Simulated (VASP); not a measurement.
Runs of VASP 6.6.1 on Ru. The structure is that of space group P6_3/mmc (No. 194), or close to it. The cells are those of the table. 

```csv
cell,gap on the mesh (eV),pressure (GPa)
"a = 2.652, b = 2.652, c = 4.048 Å, angles 90.0, 90.0, 120.0°, 2 atoms",none,(a)
"a = 2.727, b = 2.727, c = 4.150 Å, angles 90.0, 90.0, 120.0°, 2 atoms",none,-0.2
"a = 2.765, b = 2.765, c = 3.742 Å, angles 90.0, 90.0, 120.0°, 2 atoms",none,42.9
"a = 2.690, b = 2.690, c = 4.048 Å, angles 90.0, 90.0, 120.0°, 2 atoms",none,21.1
"a = 2.652, b = 2.652, c = 3.946 Å, angles 90.0, 90.0, 120.0°, 2 atoms",none,(c)
"a = 2.614, b = 2.614, c = 3.844 Å, angles 90.0, 90.0, 120.0°, 2 atoms",none,84.7
"a = 2.614, b = 2.614, c = 4.763 Å, angles 90.0, 90.0, 120.0°, 2 atoms",none,(b)
"a = 2.878, b = 2.878, c = 4.048 Å, angles 90.0, 90.0, 120.0°, 2 atoms",none,-19.1
```

Alike in all rows: task single point; level PBEsol; potentials or basis VASP PAW PBE potentials, release 64 (Ru_pv); no spin polarisation; k mesh 18 × 18 × 10; cutoff (eV) 520; smearing gaussian 0.15 eV.

Fill in the values left out.

(a) 33.6; (b) -11.2; (c) 48.8.

Caveats: the PAW data sets were made with another functional, which shifts forces and pressure a little.

A k mesh can miss the band edges, and the runs leave out spin-orbit coupling on Ru.

A gap of «none» marks levels without a gap at the run's occupations.
